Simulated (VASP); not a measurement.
TiNF:

```
Ti N F
1.0
     3.06200    0.00000    0.00000
     0.00000    3.96439    0.00000
     0.00000    0.00000    7.87083
Ti N F
2 2 2
Direct
  0.50000 0.00000 0.89591
  0.00000 0.50000 0.10409
  0.50000 0.50000 0.93932
  0.00000 0.00000 0.06068
  0.00000 0.00000 0.72462
  0.50000 0.50000 0.27538
```

| Item | Value |
| --- | --- |
| Program | VASP 6.6.1 |
| Task | relaxation of volume and atoms at fixed shape |
| Functional | PBEsol |
| Potentials or basis | VASP PAW PBE potentials, release 64 (Ti_sv, N, F) |
| Cutoff | 600 eV |
| k mesh | 7 × 6 × 3 |
| Occupations | gaussian, width 0.02 eV |
| Spin | no spin polarisation |

At the start: pressure -4.3 GPa; volume 15.92 Å³/atom.

Where does the relaxation end?

Over 8 steps the energy falls by 7.5 meV/atom and the volume is 15.39 Å³/atom (-3.3 %); space group Pmmn (No. 59, to 0.1 Å) before and after.

Step by step:
```
step  energy change (eV)  largest force (eV/Å)  pressure (GPa)  volume (Å³)
   1              0.0000                0.3722           -4.34        95.54
   2              0.0217                0.6110            5.74        89.70
   3             -0.0419                0.1657           -0.15        92.86
   4             -0.0419                0.1727           -0.06        92.81
   5             -0.0441                0.0970           -0.01        92.57
   6             -0.0447                0.0775            0.04        92.37
   7             -0.0450                0.0331           -0.11        92.35
   8             -0.0451                0.0043           -0.06        92.36
```

Final structure:
```cif
data_structure
_symmetry_space_group_name_H-M 'P 1'
_symmetry_Int_Tables_number 1
_cell_length_a 3.0276
_cell_length_b 3.9198
_cell_length_c 7.7823
_cell_angle_alpha 90.000
_cell_angle_beta 90.000
_cell_angle_gamma 90.000
_cell_volume 92.36
loop_
_atom_site_label
_atom_site_type_symbol
_atom_site_fract_x
_atom_site_fract_y
_atom_site_fract_z
_atom_site_occupancy
Ti1 Ti 0.50000 0.00000 0.89601 1
Ti2 Ti 0.00000 0.50000 0.10399 1
N1 N 0.50000 0.50000 0.93767 1
N2 N 0.00000 0.00000 0.06233 1
F1 F 0.00000 0.00000 0.72531 1
F2 F 0.50000 0.50000 0.27469 1
```

Caveat: the PAW data sets were made with another functional, which shifts forces and pressure a little.
